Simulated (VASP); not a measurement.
# AlH in VASP: further runs

Runs on AlH. Level: PBE. Tasks: single point.

Program: VASP 6.6.1. These are calculated values, not measurements. Logs are shortened: lines on timing, memory, paths and dates and some standing lists are left out, and cuts for length are marked.

### Step 1. The cell of the first run

The typed cell holds 4 atoms: a = 2.895 Å, b = 2.936 Å, c = 5.562 Å, α = 103.39°, β = 91.79°, γ = 117.43°.

### Step 2. Single point, PBE

Contents of INCAR:

```
ALGO     = Normal         # electronic algorithm
EDIFF    = 1E-6           # SCF threshold, eV
ENCUT    = 520            # plane-wave cutoff, eV
GGA      = PE             # functional
ISIF     = 2              # what is computed and relaxed
ISMEAR   = 0              # smearing method
LASPH    = T              # aspherical terms in the spheres
LCHARG   = F              # write CHGCAR
LREAL    = F              # projectors in reciprocal space
LWAVE    = F              # write WAVECAR
NBANDS   = 12             # bands
NELM     = 100            # most SCF steps
PREC     = Accurate       # precision mode
SIGMA    = 0.1            # smearing width, eV
```

Contents of KPOINTS:

```
k-points
0
Gamma
  6 6 4
```

Contents of POSCAR:

```
AlH
1.0
    2.8948104320      0.0000000000      0.0000000000
   -1.3527654559      2.6062839257      0.0000000000
   -0.1741331518     -1.5410381181      5.3413285488
Al H
2 2
Direct
    0.5000000000      0.0000000000      0.5000000000
    0.0000000000      0.0000000000      0.0000000000
    0.2817895302      0.5579665448      0.8455116824
    0.7182104698      0.4420334552      0.1544883176
```

Potentials or basis: VASP PAW PBE potentials, release 64 (Al, H).

Command:

```console
$ cat potpaw_PBE.64/Al/POTCAR potpaw_PBE.64/H/POTCAR > POTCAR
$ mpirun -np 1 vasp_std > vasp.out
```

OUTCAR:

```text
EDIFF = 1E-6
   ENCUT = 520
   GGA = PE
   ISIF = 2
   ISMEAR = 0
   LASPH = T
   LREAL = F
   NELM = 100
   PREC = Accurate

 ion  position               nearest neighbor table
   1  0.500  0.000  0.500-   2 3.09   2 3.09   2 3.18   2 3.18   2 3.24   2 3.24
   2  0.000  0.000  0.000-   3 1.88   4 1.88   4 1.90   3 1.90   4 1.91   3 1.91   1 3.09   1 3.09
                             1 3.18   1 3.18   1 3.24   1 3.24
   3  0.282  0.558  0.846-   2 1.88   2 1.90   2 1.91
   4  0.718  0.442  0.154-   2 1.88   2 1.90   2 1.91

  LATTYP: Found a triclinic cell.
 ALAT       =     3.0283029257
 B/A-ratio  =     2.7027746832
 C/A-ratio  =     2.3461229258
 COS(alpha) =     0.0019776531
 COS(beta)  =     0.6533150269
 COS(gamma) =     0.7229632372

  Lattice vectors:

 A1 = (  -1.5420449761,  -2.6062839257,   0.0000000000)
 A2 = (  -4.6109885599,  -4.1473220438,   5.3413285488)
 A3 = (  -2.9099568004,  -3.6715297333,  -5.3413285488)

Analysis of symmetry for initial positions (statically):
=====================================================================
 Subroutine PRICEL returns:
 Original cell was already a primitive cell.

 Routine SETGRP: Setting up the symmetry group for a
 triclinic supercell.

 Subroutine GETGRP returns: Found  2 space group operations
 (whereof  2 operations were pure point group operations)
 out of a pool of  2 trial point group operations.

The static configuration has the point symmetry S_2 .

Analysis of symmetry for dynamics (positions and initial velocities):
=====================================================================
 Subroutine PRICEL returns:
 Original cell was already a primitive cell.

 Routine SETGRP: Setting up the symmetry group for a
 triclinic supercell.

 Subroutine GETGRP returns: Found  2 space group operations
 (whereof  2 operations were pure point group operations)
 out of a pool of  2 trial point group operations.

The dynamic configuration has the point symmetry S_2 .

 Subroutine INISYM returns: Found  2 space group operations
 (whereof  2 operations are pure point group operations),
 and found     1 'primitive' translations

----------------------------------------------------------------------------------------

                                     Primitive cell

  volume of cell :      40.2987

  direct lattice vectors                    reciprocal lattice vectors
[... 101 lines left out ...]
   PSTRESS=    0.0 pullay stress
   NELECT =       8.0000    total number of electrons
   NUPDOWN=      -1.0000    fix difference up-down
   EMIN   =  10.00;   EMAX   =-10.00  energy-range for DOS
   EFERMI =   0.00;   METHOD = LEGACY
   ISMEAR =     0;   SIGMA  =   0.10  broadening in eV -4-tet -1-fermi 0-gaus
   EFERMI_NEDOS =   21; number of points for ismear=-14 and -15
   IALGO  =     38    algorithm
   IMIX   =      4    mixing-type and parameters
     AMIX     =   0.40;   BMIX     =  1.00
     AMIX_MAG =   1.60;   BMIX_MAG =  1.00
  volume/ion in A,a.u.               =      10.07        67.99
  Fermi-wavevector in a.u.,A,eV,Ry     =   0.955010  1.804707 12.409105  0.912044
  Thomas-Fermi vector in A             =   2.083808
   LORBIT       =      0    0 simple, 1 ext, 2 COOP (PROOUT), +10 PAW based schemes
   GGA     = PE    functional components
   LHFCALC =     F    Hartree Fock is set to
   AEXX    =    0.0000 exact exchange contribution
   IVDW    =     0    specifies the selected vdW correction
   LEPSILON=     F    determine dielectric tensor
   LRPA    =     F    only Hartree local field effects (RPA)
 non-spin polarized calculation
 Gauss-broadening in eV      SIGMA  =   0.10
  energy-cutoff  :      520.00
  volume of cell :       40.30
 maximum number of plane-waves:      1107
 NGX is ok and might be reduce to    24
   NGX = 11   NGY = 11   NGZ = 21

 number of electron       8.0000001 magnetization

 Free energy of the ion-electron system (eV)
  ---------------------------------------------------
  ext. energy  EPLUGINS =         0.00000000
  ---------------------------------------------------
  free energy    TOTEN  =       -12.95159027 eV

  energy without entropy =      -12.94527699  energy(sigma->0) =      -12.94843363

 E-fermi :   7.1157     XC(G=0): -10.1154

 val. band max:        7.0969726888   @ k =   0.3333   0.5000   0.2500
 cond. band min:       7.1259931016   @ k =  -0.3333  -0.3333   0.2500
 fundamental gap:      0.0290204129
 Fermi energy:         7.1157011678

 k-point     1 :       0.0000    0.0000    0.0000
  band No.  band energies     occupation
      1      -5.5166      2.00000
      2      -0.3470      2.00000
      3       0.5218      2.00000
      4      11.4883      0.00000
      5      15.5836      0.00000
      6      15.9656      0.00000
      7      16.5341      0.00000
      8      16.6003      0.00000
      9      16.9485      0.00000
     10      17.5257      0.00000
     11      17.7536      0.00000
     12      18.0540      0.00000
[... 331 lines left out ...]
 k-point    24 :       0.5000    0.0000    0.2500
  band No.  band energies     occupation
      1      -0.9487      2.00000
      2       0.3983      2.00000
      3       3.2478      2.00000
      4       4.7021      2.00000
      5       6.8606      1.99969
      6       9.7832      0.00000
      7      11.9935      0.00000
      8      12.7006      0.00000
      9      13.4028      0.00000
     10      14.4319      0.00000
     11      15.6119      0.00000
     12      17.9148      0.00000

 [... further k-points ...]

------------------------ aborting loop because EDIFF is reached ----------------------------------------

  FORCE on cell =-STRESS in cart. coord.  units (eV):
  Direction    XX          YY          ZZ          XY          YZ          ZX
  --------------------------------------------------------------------------------------
  -------------------------------------------------------------------------------------
  Total       -0.1958909      0.0198296     -0.1405034      0.3967754     -0.2842754     -0.0940432
  in kB       -7.7881390      0.7883741     -5.5860682     15.7748110    -11.3020904     -3.7389254
  external PRESSURE =      -4.1952777 kB  Pullay stress =       0.0000000 kB

 VOLUME and BASIS-vectors are now :
 -----------------------------------------------------------------------------
  energy-cutoff  :      520.00
  volume of cell :       40.30
      direct lattice vectors                 reciprocal lattice vectors
     2.894810432  0.000000000  0.000000000     0.345445764  0.179300149  0.062992179
    -1.352765456  2.606283926  0.000000000     0.000000000  0.383688051  0.110698660
    -0.174133152 -1.541038118  5.341328549     0.000000000  0.000000000  0.187219339

 POSITION                                       TOTAL-FORCE (eV/Angst)
 -----------------------------------------------------------------------------------
      1.36034     -0.77052      2.67066        -0.000000      0.000000      0.000000
      0.00000      0.00000      0.00000        -0.000000      0.000000      0.000000
     -0.08630      0.15125      4.51616        -0.022046      0.094387     -0.015516
      1.45421      0.91399      0.82517         0.022046     -0.094387      0.015516
 -----------------------------------------------------------------------------------
    total drift:                                0.000000     -0.000000      0.000000

  FREE ENERGIE OF THE ION-ELECTRON SYSTEM (eV)
  ---------------------------------------------------
  free  energy   TOTEN  =       -12.9515902699 eV

  energy  without entropy=      -12.9452769936  energy(sigma->0) =      -12.94843363
```

stdout:

```text
POSCAR found type information on POSCAR AlH
 POSCAR found :  2 types and       4 ions
 scaLAPACK will be used
 LDA part: xc-table for (Slater+PW92), standard interpolation
 POSCAR, INCAR and KPOINTS ok, starting setup
 FFT: planning ... GRIDC
 FFT: planning ... GRID_SOFT
 FFT: planning ... GRID
 WAVECAR not read
 entering main loop
```

Run time: 17 s. Hardware: 1 thread of Intel Xeon Platinum 8488C (Sapphire Rapids), shared host; peak memory 0.17 GiB.

What came out:

```
Free energy            : -12.9516 eV
Pressure               : -0.4 GPa
Largest force          : 0.098 eV/Å
Band gap on the k mesh : zero (band 4 reaches 11.49 eV, above the bottom of band 5 at 5.52 eV)
```

Forces on the atoms (eV/Å):
```
Al   0.000  0.000  0.000
Al   0.000  0.000  0.000
H   -0.022  0.094 -0.016
H    0.022 -0.094  0.016
```

Caveat: the k points lie up to 0.42 Å⁻¹ apart.

### Step 3. Single point, PBE

Contents of INCAR:

```
PREC     = Accurate       # precision mode
ENCUT    = 520            # plane-wave cutoff, eV
EDIFF    = 1E-6           # SCF threshold, eV
ISMEAR   = 0              # smearing method
SIGMA    = 0.2            # smearing width, eV
LREAL    = False          # projectors in reciprocal space
LASPH    = True           # aspherical terms in the spheres
NELM     = 100            # most SCF steps
ALGO     = Normal         # electronic algorithm
ISIF     = 2              # what is computed and relaxed
LWAVE    = False          # write WAVECAR
LCHARG   = True           # write CHGCAR
GGA      = PE             # functional
LELF     = True           # ELF
LVHAR    = True         
NBANDS   = 12             # bands
```

Contents of KPOINTS:

```
Automatic mesh
0
Gamma
  8 8 4
```

Contents of POSCAR:

```
AlH
1.0
   -1.3894186768     -2.5863998626      0.0523619272
    1.4001955617      0.8104847021      2.4005196050
   -4.7867424710      2.9325075666      0.1523743531
Al H
2 2
Direct
    0.5002278974     -0.0041676020      0.5000709691
   -0.0000262472      0.0012242472      1.0000831288
    0.7124548624      0.4362778478      0.1544883176
    0.2873434874      0.5666655069      0.8453575843
```

Potentials or basis: VASP PAW PBE potentials, release 64 (Al, H).

Command:

```console
$ cat potpaw_PBE.64/Al/POTCAR potpaw_PBE.64/H/POTCAR > POTCAR
$ mpirun -np 1 vasp_std > vasp.out
```

It took 30 s on 1 thread of Intel Xeon Platinum 8488C (Sapphire Rapids), shared host; peak memory 0.19 GiB.

The run converged. Its results:

| Quantity | Value |
| --- | --- |
| Free energy | -13.0012 eV |
| Pressure | -0.1 GPa |
| Largest force | 0.005 eV/Å |
| Band gap on the k mesh | zero (band 4 reaches 11.48 eV, above the bottom of band 5 at 5.35 eV) |

Forces in eV/Å, atoms in the order of the input:
```
Al   0.000  0.000  0.000
Al   0.000 -0.001 -0.001
H   -0.002 -0.003  0.004
H    0.001  0.004 -0.003
```

Stress tensor (GPa, compression positive):
```
-0.05 -0.10 -0.06
-0.10 -0.17  0.11
-0.06  0.11 -0.06
```

Levels at points of the mesh, in eV from the Fermi level:
```
           k point  band 1  band 2  band 3  band 4  band 5  band 6  band 7  band 8  band 9
(0.00, 0.00, 0.00)  -12.63   -7.48   -6.63    4.35    8.46    8.84    9.44    9.51    9.83
(0.50, 0.00, 0.00)   -8.22   -6.96   -3.27   -2.64   -0.98    1.57    5.77    5.88    7.01
(0.00, 0.50, 0.00)   -8.05   -6.46   -4.26   -3.35    1.93    2.60    4.44    4.70    7.15
(0.50, 0.50, 0.00)   -7.75   -6.81   -2.14   -1.58   -1.17    1.18    4.27    4.66    5.51
(0.00, 0.00, 0.50)  -12.15   -9.93   -2.37    0.34    7.15    8.44    9.05    9.21   10.40
(0.50, 0.00, 0.50)   -8.27   -6.39   -4.52   -3.29    1.42    2.09    4.71    5.15    7.63
(0.00, 0.50, 0.50)   -8.04   -7.00   -2.86   -2.15   -1.16    1.29    5.24    5.49    6.61
(0.50, 0.50, 0.50)   -7.71   -6.31   -3.74   -3.26    2.67    2.72    3.65    4.38    6.86
```
